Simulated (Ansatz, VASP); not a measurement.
**Si3B4 in VASP and in Ansatz**

```
Si B
1.0
     0.00000    0.00000    3.41078
     7.81858    0.00000    0.00000
    -3.90929    6.77109    0.00000
Si B
6 8
Cartesian
  2.6937 4.1800 2.5581
  6.1824 2.3482 2.5581
  1.0576 6.5283 0.8527
  1.2156 2.5911 0.8527
  -2.2732 4.4228 0.8527
  2.8517 0.2428 2.5581
  1.7621 4.6900 0.8527
  -0.7287 2.9000 0.8527
  4.9428 0.8190 2.5581
  2.1472 2.0810 2.5581
  4.6379 3.8711 2.5581
  -1.0335 5.9521 0.8527
  0.0000 4.5141 0.8527
  3.9093 2.2570 2.5581
```

Alike in both runs: task single point; functional PBE; k mesh 6 × 3 × 3; occupations gaussian, width 0.2 eV; no spin polarisation.

|  | VASP | Ansatz |
| --- | --- | --- |
| version | VASP 6.6.1 | Ansatz 0.2.0 |
| potentials or method | VASP PAW PBE potentials, release 64 (Si, B), cutoff 520 eV | scalar-relativistic, plane waves, PAW |
| valence electrons in the cell | 48 | 48 |

Ansatz gave:

- gap on the k mesh at the Fermi level (eV): none
- pressure (GPa): 0.1
- traceless stress, the component that is largest in VASP (GPa): -0.15
- rms of the force components (eV/Å): 0.024

Problem. Estimate VASP's values.

Solution. gap on the k mesh at the Fermi level (eV): none; pressure (GPa): 0.0; traceless stress, the component that is largest in VASP (GPa): -0.17; rms of the force components (eV/Å): 0.025.

Atom by atom the forces differ by 0.005 eV/Å (rms over components). A gap of «none» marks a metal or a gap that the smearing closes.
